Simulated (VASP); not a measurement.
# ZrS (Fmmm) in VASP: single point with r2SCAN

Aim: the single point of ZrS with r2SCAN.

All numbers are computed with VASP 6.6.1; they aren't measurements. Logs are shortened: lines on timing, memory, paths and dates and some standing lists are left out, and cuts for length are marked.

## (1) The cell of the first run

It takes space group Fmmm (No. 69, orthorhombic). Conventional cell: a = 5.171 Å, b = 5.250 Å, c = 5.329 Å, α = 90.00°, β = 90.00°, γ = 90.00°. Within 3.4 Å of Zr (site symmetry mmm) lie 6 S at 2.59 to 2.66 Å. S (site symmetry mmm) has 6 Zr at 2.59 to 2.66 Å within 3.4 Å.

## (2) Single point, r2SCAN (strain +0.0150 x Voigt [1, -1, 0, 0, 0, 0])

The input, POSCAR:

```
ZrS
1.0
    0.0000000000      2.5856250000      2.6250000000
    2.6643750000      0.0000000000      2.6250000000
    2.6643750000      2.5856250000      0.0000000000
Zr S
1 1
Direct
    0.0000000000      0.0000000000      0.0000000000
    0.5000000000      0.5000000000      0.5000000000
```

The input, INCAR.step1:

```
ALGO = Normal
EDIFF = 1E-4
ENCUT = 520
GGA = PE
ISMEAR = 0
LASPH = True
LCHARG = False
LREAL = False
LWAVE = True
NBANDS = 16
NELM = 80
PREC = Accurate
SIGMA = 0.15
```

The input, INCAR.step2:

```
ALGO = Normal
EDIFF = 1E-6
ENCUT = 520
ISIF = 2
ISMEAR = 0
ISTART = 1
LASPH = True
LCHARG = False
LMIXTAU = True
LREAL = False
LWAVE = False
METAGGA = R2SCAN
NBANDS = 16
NELM = 80
PREC = Accurate
SIGMA = 0.15
```

The input, KPOINTS:

```
k-points
0
Gamma
  16 16 16
```

Potentials or basis: VASP PAW PBE potentials, release 64 (Zr_sv, S).

Launch:

```bash
$ cat potpaw_PBE.64/Zr_sv/POTCAR potpaw_PBE.64/S/POTCAR > POTCAR
$ cp INCAR.step1 INCAR
$ mpirun -np 1 vasp_std > vasp.out
$ cp INCAR.step2 INCAR
$ mpirun -np 1 vasp_std > vasp.out
```

OUTCAR:

```text
EDIFF = 1E-6
   ENCUT = 520
   ISIF = 2
   ISMEAR = 0
   ISTART = 1
   LASPH = True
   LREAL = False
   METAGGA = R2SCAN
   NELM = 80
   PREC = Accurate

 ion  position               nearest neighbor table
   1  0.000  0.000  0.000-   2 2.59   2 2.59   2 2.62   2 2.62   2 2.66   2 2.66
   2  0.500  0.500  0.500-   1 2.59   1 2.59   1 2.62   1 2.62   1 2.66   1 2.66

  LATTYP: Found a face centered orthorhombic cell.
 ALAT       =     5.1712500000
 B/A-ratio  =     1.0152284264
 C/A-ratio  =     1.0304568528

  Lattice vectors:

 A1 = (  -2.6643750000,   0.0000000000,  -2.6250000000)
 A2 = (  -2.6643750000,   2.5856250000,   0.0000000000)
 A3 = (   0.0000000000,   2.5856250000,  -2.6250000000)

Analysis of symmetry for initial positions (statically):
=====================================================================
 Subroutine PRICEL returns:
 Original cell was already a primitive cell.

 Routine SETGRP: Setting up the symmetry group for a
 face centered orthorhombic supercell.

 Subroutine GETGRP returns: Found  8 space group operations
 (whereof  8 operations were pure point group operations)
 out of a pool of  8 trial point group operations.

The static configuration has the point symmetry D_2h.

Analysis of symmetry for dynamics (positions and initial velocities):
=====================================================================
 Subroutine PRICEL returns:
 Original cell was already a primitive cell.

 Routine SETGRP: Setting up the symmetry group for a
 face centered orthorhombic supercell.

 Subroutine GETGRP returns: Found  8 space group operations
 (whereof  8 operations were pure point group operations)
 out of a pool of  8 trial point group operations.

The dynamic configuration has the point symmetry D_2h.

 Subroutine INISYM returns: Found  8 space group operations
 (whereof  8 operations are pure point group operations),
 and found     1 'primitive' translations

----------------------------------------------------------------------------------------

                                     Primitive cell

  volume of cell :      36.1676

  direct lattice vectors                    reciprocal lattice vectors
     0.000000000  2.585625000  2.625000000    -0.187661271  0.193376843  0.190476190
     2.664375000  0.000000000  2.625000000     0.187661271 -0.193376843  0.190476190
     2.664375000  2.585625000  0.000000000     0.187661271  0.193376843 -0.190476190

  length of vectors
[... 75 lines left out ...]
   ICHARG =      0    charge: 1-file 2-atom 10-const
   ISPIN  =      1    spin polarized calculation?
   LNONCOLLINEAR =      F non collinear calculations
   LSORBIT =      F    spin-orbit coupling
   LASPH  =      T    aspherical Exc in radial PAW
   ENCUT  =  520.0 eV  38.22 Ry    6.18 a.u.   6.85  6.95  6.90*2*pi/ulx,y,z
   NELM   =     80;   NELMIN=  2; NELMDL=  0     # of ELM steps
   EDIFF  = 0.1E-05   stopping-criterion for ELM
   LREAL  =      F    real-space projection
   EDIFFG = 0.1E-04   stopping-criterion for IOM
   NSW    =      0    number of steps for IOM
   IBRION =     -1    ionic relax: 0-MD 1-quasi-New 2-CG
   NFREE  =      0    steps in history (QN), initial steepest desc. (CG)
   ISIF   =      2    stress and relaxation
   ISYM   =      2    0-nonsym 1-usesym 2-fastsym
   POTIM  = 0.5000    time-step for ionic-motion
   TEBEG  =    0.0;   TEEND  =   0.0 temperature during run
   PSTRESS=    0.0 pullay stress
   NELECT =      18.0000    total number of electrons
   NUPDOWN=      -1.0000    fix difference up-down
   EMIN   =  10.00;   EMAX   =-10.00  energy-range for DOS
   EFERMI =   0.00;   METHOD = LEGACY
   ISMEAR =     0;   SIGMA  =   0.15  broadening in eV -4-tet -1-fermi 0-gaus
   EFERMI_NEDOS =   21; number of points for ismear=-14 and -15
   IALGO  =     38    algorithm
   IMIX   =      4    mixing-type and parameters
     AMIX     =   0.40;   BMIX     =  1.00
     AMIX_MAG =   1.60;   BMIX_MAG =  1.00
  volume/ion in A,a.u.               =      18.08       122.04
  Fermi-wavevector in a.u.,A,eV,Ry     =   1.297355  2.451646 22.900385  1.683131
  Thomas-Fermi vector in A             =   2.428753
   LORBIT       =      0    0 simple, 1 ext, 2 COOP (PROOUT), +10 PAW based schemes
   METAGGA = R2SCAN    functional components
   LHFCALC =     F    Hartree Fock is set to
   AEXX    =    0.0000 exact exchange contribution
   IVDW    =     0    specifies the selected vdW correction
   LEPSILON=     F    determine dielectric tensor
   LRPA    =     F    only Hartree local field effects (RPA)
 non-spin polarized calculation
 Gauss-broadening in eV      SIGMA  =   0.15
  energy-cutoff  :      520.00
  volume of cell :       36.17
 maximum number of plane-waves:       994
   NGX = 13   NGY = 13   NGZ = 13

 number of electron      18.0000000 magnetization

 Free energy of the ion-electron system (eV)
  ---------------------------------------------------
  ext. energy  EPLUGINS =         0.00000000
  ---------------------------------------------------
  free energy    TOTEN  =       -33.87622580 eV

  energy without entropy =      -33.86266268  energy(sigma->0) =      -33.86944424

 E-fermi :  10.9385     XC(G=0): -11.9640

 val. band max:       10.9321990161   @ k =   0.3750   0.0625   0.0625
 cond. band min:      10.9384882617   @ k =  -0.2500   0.1875   0.0000
 fundamental gap:      0.0062892456
 Fermi energy:        10.9384590507

 k-point     1 :       0.0000    0.0000    0.0000
  band No.  band energies     occupation
      1     -40.9341      2.00000
      2     -18.2218      2.00000
      3     -18.2153      2.00000
      4     -18.2101      2.00000
      5      -5.8632      2.00000
      6       6.9149      2.00000
[... 433 lines left out ...]
      3     -18.2238      2.00000
      4     -18.2154      2.00000
      5      -5.7293      2.00000
      6       6.1728      2.00000
[... 8 lines left out ...]
     15      19.0597      0.00000
     16      22.4817      0.00000

 [... further k-points ...]
[... 5 lines left out ...]
  --------------------------------------------------------------------------------------
  -------------------------------------------------------------------------------------
  Total       -1.2455730      0.5383136     -0.4765886      0.0000000      0.0000000      0.0000000
  in kB      -55.1771902     23.8465587    -21.1122276      0.0000000      0.0000000      0.0000000
  external PRESSURE =     -17.4809530 kB  Pullay stress =       0.0000000 kB

 VOLUME and BASIS-vectors are now :
 -----------------------------------------------------------------------------
  energy-cutoff  :      520.00
  volume of cell :       36.17
      direct lattice vectors                 reciprocal lattice vectors
     0.000000000  2.585625000  2.625000000    -0.187661271  0.193376843  0.190476190
     2.664375000  0.000000000  2.625000000     0.187661271 -0.193376843  0.190476190
     2.664375000  2.585625000  0.000000000     0.187661271  0.193376843 -0.190476190

 POSITION                                       TOTAL-FORCE (eV/Angst)
 -----------------------------------------------------------------------------------
      0.00000      0.00000      0.00000         0.000000      0.000000      0.000000
      2.66438      2.58562      2.62500         0.000000      0.000000      0.000000
 -----------------------------------------------------------------------------------
    total drift:                                0.000000      0.000000      0.000000

  FREE ENERGIE OF THE ION-ELECTRON SYSTEM (eV)
  ---------------------------------------------------
  free  energy   TOTEN  =       -33.8762258030 eV

  energy  without entropy=      -33.8626626785  energy(sigma->0) =      -33.86944424
```

OSZICAR.step1:

```text
N       E                     dE             d eps       ncg     rms          rms(c)
DAV:   1     0.122343088411E+03    0.12234E+03   -0.95772E+03 19872   0.110E+03
DAV:   2    -0.110882515560E+02   -0.13343E+03   -0.12867E+03 26048   0.280E+02
DAV:   3    -0.162595952301E+02   -0.51713E+01   -0.51390E+01 31848   0.491E+01
DAV:   4    -0.163481032824E+02   -0.88508E-01   -0.88481E-01 24960   0.575E+00
DAV:   5    -0.163497980387E+02   -0.16948E-02   -0.16947E-02 29632   0.633E-01    0.149E+01
DAV:   6    -0.154359168139E+02    0.91388E+00   -0.20047E+00 25048   0.966E+00    0.685E+00
DAV:   7    -0.154080662636E+02    0.27851E-01   -0.19270E-01 28744   0.284E+00    0.302E+00
DAV:   8    -0.154046251431E+02    0.34411E-02   -0.30215E-02 23464   0.115E+00    0.585E-01
DAV:   9    -0.154035795373E+02    0.10456E-02   -0.34909E-03 24216   0.353E-01    0.168E-01
DAV:  10    -0.154036532232E+02   -0.73686E-04   -0.40793E-04 23008   0.198E-01
   1 F= -.15403653E+02 E0= -.15396467E+02  d E =-.143724E-01
```

It took 14 min on 1 thread of Intel Xeon Platinum 8375C at 2.90GHz (Ice Lake), shared host; peak memory 0.45 GiB.

What came out:

```yaml
Free_energy: -33.8762 eV
Pressure: -1.7 GPa
Band_gap_on_the_k_mesh: zero (band 9 reaches 12.38 eV, above the bottom of band 10 at 9.52 eV)
```

Stress tensor (GPa, compression positive):
```
-5.52  0.00  0.00
 0.00  2.38  0.00
 0.00  0.00 -2.11
```

Caveat: the cell differs from its parent crystal (strain +0.0150 x Voigt [1, -1, 0, 0, 0, 0]); the PAW data sets were made with another functional, which shifts forces and pressure a little.
